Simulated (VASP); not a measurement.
# Re (I4/mmm) in VASP: a series of runs

Runs on Re. Level: PBE. Tasks: single point.

Program: VASP 6.6.1. These are calculated values, not measurements. Logs are shortened: lines on timing, memory, paths and dates and some standing lists are left out, and cuts for length are marked.

## Step 1: The cell of the first run

The structure is tetragonal, space group I4/mmm (No. 139). The conventional cell has a = 2.934 Å, b = 2.934 Å, c = 3.207 Å, α = 90.00°, β = 90.00°, γ = 90.00°. Within 3.5 Å of Re (site symmetry 4/mmm) lie 14 Re at 2.62 to 3.21 Å.

## Step 2: Single point, PBE (13.81 Å³/atom)

Contents of INCAR:

```
PREC = Accurate
ENCUT = 520
EDIFF = 1E-7
ISMEAR = 0
SIGMA = 0.15
LREAL = F
LASPH = T
NELM = 100
ALGO = Fast
ISIF = 2
LWAVE = F
LCHARG = F
GGA = PE
NBANDS = 10
```

Contents of KPOINTS:

```
Automatic mesh
0
Gamma
  10 10 10
```

Contents of POSCAR:

```
Re
1.0
    0.0000000000      2.0746879912      1.6037338172
    2.0746879912      0.0000000000      1.6037338172
    2.0746879912      2.0746879912      0.0000000000
Re
1
Direct
    0.0000000000      0.0000000000      0.0000000000
```

Potentials or basis: VASP PAW PBE potentials, release 64 (Re).

Launch:

```console
cat potpaw_PBE.64/Re/POTCAR > POTCAR
mpirun -np 1 vasp_std > vasp.out
```

OUTCAR:

```text
PREC = Accurate
   ENCUT = 520
   EDIFF = 1E-7
   ISMEAR = 0
   LREAL = F
   LASPH = T
   NELM = 100
   ISIF = 2
   GGA = PE

 ion  position               nearest neighbor table
   1  0.000  0.000  0.000-

  LATTYP: Found a body centered tetragonal cell.
 ALAT       =     2.9340518948
 C/A-ratio  =     1.0931870837

  Lattice vectors:

 A1 = (   0.0000000000,  -2.0746879912,  -1.6037338172)
 A2 = (   0.0000000000,   2.0746879912,  -1.6037338172)
 A3 = (   2.0746879912,   0.0000000000,   1.6037338172)

Analysis of symmetry for initial positions (statically):
=====================================================================
 Subroutine PRICEL returns:
 Original cell was already a primitive cell.

 Routine SETGRP: Setting up the symmetry group for a
 body centered tetragonal supercell.

 Subroutine GETGRP returns: Found 16 space group operations
 (whereof 16 operations were pure point group operations)
 out of a pool of 16 trial point group operations.

The static configuration has the point symmetry D_4h.

Analysis of symmetry for dynamics (positions and initial velocities):
=====================================================================
 Subroutine PRICEL returns:
 Original cell was already a primitive cell.

 Routine SETGRP: Setting up the symmetry group for a
 body centered tetragonal supercell.

 Subroutine GETGRP returns: Found 16 space group operations
 (whereof 16 operations were pure point group operations)
 out of a pool of 16 trial point group operations.

The dynamic configuration has the point symmetry D_4h.

 Subroutine INISYM returns: Found 16 space group operations
 (whereof 16 operations are pure point group operations),
 and found     1 'primitive' translations

----------------------------------------------------------------------------------------

                                     Primitive cell

  volume of cell :      13.8060

  direct lattice vectors                    reciprocal lattice vectors
     0.000000000  2.074687991  1.603733817    -0.241000094  0.241000094  0.311772437
     2.074687991  0.000000000  1.603733817     0.241000094 -0.241000094  0.311772437
     2.074687991  2.074687991  0.000000000     0.241000094  0.241000094 -0.311772437

  length of vectors
     2.622268563  2.622268563  2.934051895     0.461913566  0.461913566  0.461913566

  position of ions in fractional coordinates (direct lattice)
     0.000000000  0.000000000  0.000000000

  ion indices of the primitive-cell ions
   primitive index   ion index
                 1           1

----------------------------------------------------------------------------------------

 KPOINTS: Automatic mesh

Automatic generation of k-mesh.
 Grid dimensions read from file:
 generate k-points for:   10   10   10

 Generating k-lattice:

  Cartesian coordinates                     Fractional coordinates (reciprocal lattice)
    -0.024100009  0.024100009  0.031177244     0.100000000  0.000000000  0.000000000
     0.024100009 -0.024100009  0.031177244     0.000000000  0.100000000  0.000000000
     0.024100009  0.024100009 -0.031177244     0.000000000  0.000000000  0.100000000

  Length of vectors
     0.046191357  0.046191357  0.046191357

  Shift w.r.t. Gamma in fractional coordinates (k-lattice)
     0.000000000  0.000000000  0.000000000

 Subroutine IBZKPT returns following result:
 ===========================================

 Found    102 irreducible k-points:

 Following reciprocal coordinates:
            Coordinates               Weight
  0.000000  0.000000  0.000000      1.000000
  0.100000 -0.000000  0.000000      8.000000
  0.200000 -0.000000  0.000000      8.000000
  0.300000 -0.000000  0.000000      8.000000
  0.400000 -0.000000  0.000000      8.000000
  0.500000 -0.000000  0.000000      4.000000
[... 16 lines left out ...]
  0.300000  0.300000  0.000000      2.000000
  0.400000  0.300000  0.000000      8.000000
 [... further k-points ...]
   k-points           NKPTS =    102   k-points in BZ     NKDIM =    102   number of bands    NBANDS=     10
   number of dos      NEDOS =    301   number of ions     NIONS =      1
   total plane-waves  NPLWV =   9600
   dimension x,y,z NGX =    20 NGY =   20 NGZ =   24
   dimension x,y,z NGXF=    40 NGYF=   40 NGZF=   48
   ions per type =               1
   NGX,Y,Z   is equivalent  to a cutoff of  12.68, 12.68, 13.60 a.u.
   NGXF,Y,Z  is equivalent  to a cutoff of  25.36, 25.36, 27.20 a.u.
 SYSTEM =  unknown system
   PREC   = accura    normal or accurate (medium, high low for compatibility)
   ISTART =      0    job   : 0-new  1-cont  2-samecut
   ICHARG =      2    charge: 1-file 2-atom 10-const
   ISPIN  =      1    spin polarized calculation?
   LNONCOLLINEAR =      F non collinear calculations
   LSORBIT =      F    spin-orbit coupling
   LASPH  =      T    aspherical Exc in radial PAW
   ENCUT  =  520.0 eV  38.22 Ry    6.18 a.u.   4.88  4.88  5.46*2*pi/ulx,y,z
   NELM   =    100;   NELMIN=  2; NELMDL= -5     # of ELM steps
   EDIFF  = 0.1E-06   stopping-criterion for ELM
   LREAL  =      F    real-space projection
   EDIFFG = 0.1E-05   stopping-criterion for IOM
   NSW    =      0    number of steps for IOM
   IBRION =     -1    ionic relax: 0-MD 1-quasi-New 2-CG
   NFREE  =      0    steps in history (QN), initial steepest desc. (CG)
   ISIF   =      2    stress and relaxation
   ISYM   =      2    0-nonsym 1-usesym 2-fastsym
   POTIM  = 0.5000    time-step for ionic-motion
   TEBEG  =    0.0;   TEEND  =   0.0 temperature during run
   PSTRESS=    0.0 pullay stress
   NELECT =       7.0000    total number of electrons
   NUPDOWN=      -1.0000    fix difference up-down
   EMIN   =  10.00;   EMAX   =-10.00  energy-range for DOS
   EFERMI =   0.00;   METHOD = LEGACY
   ISMEAR =     0;   SIGMA  =   0.15  broadening in eV -4-tet -1-fermi 0-gaus
   EFERMI_NEDOS =   21; number of points for ismear=-14 and -15
   IALGO  =     68    algorithm
   IMIX   =      4    mixing-type and parameters
     AMIX     =   0.40;   BMIX     =  1.00
     AMIX_MAG =   1.60;   BMIX_MAG =  1.00
  volume/ion in A,a.u.               =      13.81        93.17
  Fermi-wavevector in a.u.,A,eV,Ry     =   1.305424  2.466893 23.186117  1.704132
  Thomas-Fermi vector in A             =   2.436294
   LORBIT       =      0    0 simple, 1 ext, 2 COOP (PROOUT), +10 PAW based schemes
   GGA     = PE    functional components
   LHFCALC =     F    Hartree Fock is set to
   AEXX    =    0.0000 exact exchange contribution
   IVDW    =     0    specifies the selected vdW correction
   LEPSILON=     F    determine dielectric tensor
   LRPA    =     F    only Hartree local field effects (RPA)
 non-spin polarized calculation
 RMM-DIIS sequential band-by-band and
 Gauss-broadening in eV      SIGMA  =   0.15
  energy-cutoff  :      520.00
  volume of cell :       13.81
 maximum number of plane-waves:       394
   NGX =  9   NGY =  9   NGZ = 11

 number of electron       7.0000000 magnetization

 Free energy of the ion-electron system (eV)
  ---------------------------------------------------
  ext. energy  EPLUGINS =         0.00000000
  ---------------------------------------------------
  free energy    TOTEN  =       -11.97554479 eV

  energy without entropy =      -11.96133393  energy(sigma->0) =      -11.96843936

 E-fermi :   9.4902     XC(G=0): -14.0863

 val. band max:        9.4882044984   @ k =  -0.4000   0.0000   0.1000
 cond. band min:       9.5335837413   @ k =   0.4000  -0.0000   0.2000
 fundamental gap:      0.0453792428
 Fermi energy:         9.4901812316

 k-point     1 :       0.0000    0.0000    0.0000
  band No.  band energies     occupation
      1      -1.6031      2.00000
      2       6.4190      2.00000
      3       6.4190      2.00000
      4       7.6311      2.00000
      5       9.6475      0.13795
      6      11.1554      0.00000
      7      24.2642      0.00000
      8      26.0704      0.00000
      9      26.0704      0.00000
     10      36.5466      0.00000

 k-point     2 :       0.1000   -0.0000    0.0000
  band No.  band energies     occupation
      1      -1.0956      2.00000
      2       6.3833      2.00000
      3       6.4766      2.00000
      4       7.7913      2.00000
      5       9.4139      1.52788
      6      10.9759      0.00000
      7      25.0818      0.00000
      8      26.6069      0.00000
      9      26.9218      0.00000
     10      33.5719      0.00000

 k-point     3 :       0.2000   -0.0000    0.0000
  band No.  band energies     occupation
      1       0.1983      2.00000
      2       6.0642      2.00000
      3       6.1818      2.00000
      4       8.9690      2.00000
      5       9.2269      1.98696
      6      10.7880      0.00000
      7      25.4723      0.00000
      8      27.3808      0.00000
      9      29.2774      0.00000
     10      32.7907      0.00000

 k-point     4 :       0.3000   -0.0000    0.0000
  band No.  band energies     occupation
      1       1.4023      2.00000
      2       5.4089      2.00000
      3       6.4813      2.00000
      4       9.4537      1.26923
      5      10.9517      0.00000
      6      11.0491      0.00000
      7      23.6417      0.00000
      8      25.7808      0.00000
      9      32.7387      0.00000
     10      34.1799      0.00000
[... 222 lines left out ...]
 k-point    22 :      -0.2000    0.2000    0.0000
  band No.  band energies     occupation
      1       2.0823      2.00000
      2       6.4536      2.00000
      3       6.5991      2.00000
      4       7.4485      2.00000
      5       8.4256      2.00000
      6      12.3901      0.00000
      7      25.9690      0.00000
      8      28.9277      0.00000
      9      30.1552      0.00000
     10      32.3990      0.00000

 k-point    23 :       0.3000    0.3000    0.0000
  band No.  band energies     occupation
      1       3.1699      2.00000
      2       3.9213      2.00000
      3       9.0635      1.99994
      4       9.0635      1.99994
      5      10.9529      0.00000
      6      10.9798      0.00000
      7      26.4154      0.00000
      8      27.4605      0.00000
      9      27.4605      0.00000
     10      32.7324      0.00000

 k-point    24 :       0.4000    0.3000    0.0000
  band No.  band energies     occupation
      1       3.0145      2.00000
      2       3.3360      2.00000
      3       9.2884      1.94289
      4       9.3628      1.77029
      5      12.7543      0.00000
      6      13.3384      0.00000
      7      23.3188      0.00000
      8      24.7991      0.00000
      9      28.6677      0.00000
     10      33.3533      0.00000

 [... further k-points ...]

------------------------ aborting loop because EDIFF is reached ----------------------------------------

  FORCE on cell =-STRESS in cart. coord.  units (eV):
  Direction    XX          YY          ZZ          XY          YZ          ZX
  --------------------------------------------------------------------------------------
  -------------------------------------------------------------------------------------
  Total        3.3195398      3.3195398      3.5250169      0.0000000      0.0000000      0.0000000
  in kB      385.2304373    385.2304373    409.0759253      0.0000000      0.0000000      0.0000000
  external PRESSURE =     393.1789333 kB  Pullay stress =       0.0000000 kB

 VOLUME and BASIS-vectors are now :
 -----------------------------------------------------------------------------
  energy-cutoff  :      520.00
  volume of cell :       13.81
      direct lattice vectors                 reciprocal lattice vectors
     0.000000000  2.074687991  1.603733817    -0.241000094  0.241000094  0.311772437
     2.074687991  0.000000000  1.603733817     0.241000094 -0.241000094  0.311772437
     2.074687991  2.074687991  0.000000000     0.241000094  0.241000094 -0.311772437

 POSITION                                       TOTAL-FORCE (eV/Angst)
 -----------------------------------------------------------------------------------
      0.00000      0.00000      0.00000         0.000000      0.000000      0.000000
 -----------------------------------------------------------------------------------
    total drift:                                0.000000     -0.000000     -0.000000

  FREE ENERGIE OF THE ION-ELECTRON SYSTEM (eV)
  ---------------------------------------------------
  free  energy   TOTEN  =       -11.9755447870 eV

  energy  without entropy=      -11.9613339336  energy(sigma->0) =      -11.96843936
```

Wall time 29 s (1 thread of Intel Xeon 8259CL, shared host); peak memory 0.14 GiB.

Results:

```yaml
Free_energy: -11.9755 eV
Pressure: 39.3 GPa
Band_gap_on_the_k_mesh: zero (an odd number of electrons rules out a gap without spin polarisation)
```

Caveat: the cell stands under pressure; spin-orbit coupling is left out, which moves the levels of the heavy elements.

## Step 3: Single point, PBE (13.81 Å³/atom)

Contents of INCAR:

```
ALGO     = Normal         # electronic algorithm
EDIFF    = 1E-6           # SCF threshold, eV
ENCUT    = 520            # plane-wave cutoff, eV
GGA      = PE             # functional
ISIF     = 2              # what is computed and relaxed
ISMEAR   = 0              # smearing method
LASPH    = T              # aspherical terms in the spheres
LCHARG   = F              # write CHGCAR
LREAL    = F              # projectors in reciprocal space
LWAVE    = F              # write WAVECAR
NBANDS   = 10             # bands
NELM     = 100            # most SCF steps
PREC     = Accurate       # precision mode
SIGMA    = 0.15           # smearing width, eV
```

Contents of KPOINTS:

```
k-points
0
Gamma
  10 10 10
```

Contents of POSCAR:

```
Re
1.0
    0.0000000000      2.2220289853      1.3981006376
    2.2220289853      0.0000000000      1.3981006376
    2.2220289853      2.2220289853      0.0000000000
Re
1
Direct
    0.0000000000      0.0000000000      0.0000000000
```

Potentials or basis: VASP PAW PBE potentials, release 64 (Re).

Launch:

```console
cat potpaw_PBE.64/Re/POTCAR > POTCAR
mpirun -np 1 vasp_std > vasp.out
```

It took 22 s on 1 thread of Intel Xeon 8259CL, shared host; peak memory 0.14 GiB.

Results (log left out):

```
Free energy            : -11.9633 eV
Pressure               : 40.1 GPa
Band gap on the k mesh : zero (an odd number of electrons rules out a gap without spin polarisation)
```

Stress tensor (GPa, compression positive):
```
36.94  0.00  0.00
 0.00 36.94  0.00
 0.00  0.00 46.50
```

Levels at points of the mesh, in eV from the Fermi level:
```csv
k point,band 1,band 2,band 3,band 4,band 5,band 6,band 7,band 8
"(0.00, 0.00, 0.00)",-11.09,-3.83,-1.99,-1.99,-0.25,1.96,15.19,15.19
"(0.50, 0.00, 0.00)",-7.93,-5.75,0.73,0.79,3.30,5.10,11.70,12.16
"(0.50, 0.50, 0.00)",-7.83,-7.42,4.06,4.06,4.50,7.50,7.50,11.08
"(0.50, 0.00, 0.50)",-7.88,-3.93,-0.56,-0.41,1.14,4.99,10.56,12.92
```

Caveat: the cell stands under pressure; spin-orbit coupling is left out, which moves the levels of the heavy elements.

## Step 4: Single point, PBE (13.81 Å³/atom)

Contents of INCAR:

```
SYSTEM = Re
  ALGO = Fast
  EDIFF = 1E-6
  ENCUT = 520
  GGA = PE
  ISIF = 2
  ISMEAR = 0
  LASPH = .True.
  LCHARG = .False.
  LREAL = .False.
  LWAVE = .False.
  NBANDS = 10
  NELM = 100
  PREC = Accurate
  SIGMA = 0.15
```

Contents of KPOINTS:

```
k-points
0
Gamma
  10 10 10
  0 0 0
```

Contents of POSCAR:

```
Re
1.0
    0.0000000000      2.0393367317      1.6598161659
    2.0393367317      0.0000000000      1.6598161659
    2.0393367317      2.0393367317      0.0000000000
Re
1
Direct
    0.0000000000      0.0000000000      0.0000000000
```

Potentials or basis: VASP PAW PBE potentials, release 64 (Re).

Launch:

```console
cat potpaw_PBE.64/Re/POTCAR > POTCAR
mpirun -np 1 vasp_std > vasp.out
```

OUTCAR:

```text
SYSTEM = Re
   EDIFF = 1E-6
   ENCUT = 520
   GGA = PE
   ISIF = 2
   ISMEAR = 0
   LASPH = .True.
   LREAL = .False.
   NELM = 100
   PREC = Accurate

 ion  position               nearest neighbor table
   1  0.000  0.000  0.000-

  LATTYP: Found a body centered tetragonal cell.
 ALAT       =     2.8840576642
 C/A-ratio  =     1.1510284184

  Lattice vectors:

 A1 = (   0.0000000000,  -2.0393367317,  -1.6598161659)
[... 490 lines left out ...]
      7      23.4316      0.00000
      8      24.9710      0.00000
      9      28.8810      0.00000
     10      33.3479      0.00000

 [... further k-points ...]

------------------------ aborting loop because EDIFF is reached ----------------------------------------

  FORCE on cell =-STRESS in cart. coord.  units (eV):
  Direction    XX          YY          ZZ          XY          YZ          ZX
  --------------------------------------------------------------------------------------
  -------------------------------------------------------------------------------------
  Total        2.8693826      2.8693826      4.5024437      0.0000000      0.0000000     -0.0000000
  in kB      332.9899857    332.9899857    522.5056659      0.0000000      0.0000000     -0.0000000
  external PRESSURE =     396.1618791 kB  Pullay stress =       0.0000000 kB

 VOLUME and BASIS-vectors are now :
 -----------------------------------------------------------------------------
  energy-cutoff  :      520.00
  volume of cell :       13.81
      direct lattice vectors                 reciprocal lattice vectors
     0.000000000  2.039336732  1.659816166    -0.245177754  0.245177754  0.301238179
     2.039336732  0.000000000  1.659816166     0.245177754 -0.245177754  0.301238179
     2.039336732  2.039336732  0.000000000     0.245177754  0.245177754 -0.301238179

 POSITION                                       TOTAL-FORCE (eV/Angst)
 -----------------------------------------------------------------------------------
      0.00000      0.00000      0.00000         0.000000      0.000000     -0.000000
 -----------------------------------------------------------------------------------
    total drift:                                0.000000      0.000000     -0.000000

  FREE ENERGIE OF THE ION-ELECTRON SYSTEM (eV)
  ---------------------------------------------------
  free  energy   TOTEN  =       -12.0062047744 eV

  energy  without entropy=      -11.9896601158  energy(sigma->0) =      -11.99793245
```

stdout:

```text
POSCAR found type information on POSCAR Re
 POSCAR found :  1 types and       1 ions
 scaLAPACK will be used
 LDA part: xc-table for (Slater+PW92), standard interpolation
 POSCAR, INCAR and KPOINTS ok, starting setup
 FFT: planning ... GRIDC
 FFT: planning ... GRID_SOFT
 FFT: planning ... GRID
 WAVECAR not read
 entering main loop
```

It took 28 s on 1 thread of Intel Xeon 8259CL, shared host; peak memory 0.14 GiB.

What came out:

| Property | Result |
| --- | --- |
| Free energy | -12.0062 eV |
| Pressure | 39.6 GPa |
| Band gap on the k mesh | zero (an odd number of electrons rules out a gap without spin polarisation) |

Caveat: the cell stands under pressure; spin-orbit coupling is left out, which moves the levels of the heavy elements.

## Step 5: Single point, PBE (13.81 Å³/atom)

Contents of INCAR:

```
SYSTEM = Re
PREC = Accurate
ENCUT = 520
EDIFF = 1E-7
ISMEAR = 0
SIGMA = 0.15
LREAL = .False.
LASPH = .True.
NELM = 80
ALGO = Fast
ISIF = 2
LWAVE = .False.
LCHARG = .False.
GGA = PE
NBANDS = 10
```

Contents of KPOINTS:

```
regular mesh
0
Gamma
  10 10 10
  0 0 0
```

Contents of POSCAR:

```
Re
1.0
    0.0000000000      1.9705086707      1.7777929227
    1.9705086707      0.0000000000      1.7777929227
    1.9705086707      1.9705086707      0.0000000000
Re
1
Direct
    0.0000000000      0.0000000000      0.0000000000
```

Launch:

```console
cat potpaw_PBE.64/Re/POTCAR > POTCAR
mpirun -np 1 vasp_std > vasp.out
```

It took 32 s on 1 thread of Intel Xeon 8259CL, shared host; peak memory 0.14 GiB.

It converged, with:

| Property | Result |
| --- | --- |
| Free energy | -12.1644 eV |
| Pressure | 37.3 GPa |
| Band gap on the k mesh | zero (an odd number of electrons rules out a gap without spin polarisation) |

Stress tensor (GPa, compression positive):
```
28.79  0.00  0.00
 0.00 28.79  0.00
 0.00  0.00 54.24
```

Levels at points of the mesh, in eV from the Fermi level:
```
           k point  band 1  band 2  band 3  band 4  band 5  band 6
(0.00, 0.00, 0.00)  -10.70   -2.62   -2.62   -1.12    0.17    2.14
(0.50, 0.00, 0.00)   -7.49   -3.30   -1.49    0.27    3.52    4.66
(0.50, 0.50, 0.00)   -7.51   -6.80    4.05    4.62    4.94    4.94
(0.50, 0.00, 0.50)   -7.56   -6.43    2.27    3.81    4.09    5.58
```

Caveat: the cell stands under pressure; spin-orbit coupling is left out, which moves the levels of the heavy elements.

(Continued in part 2 of 2.)
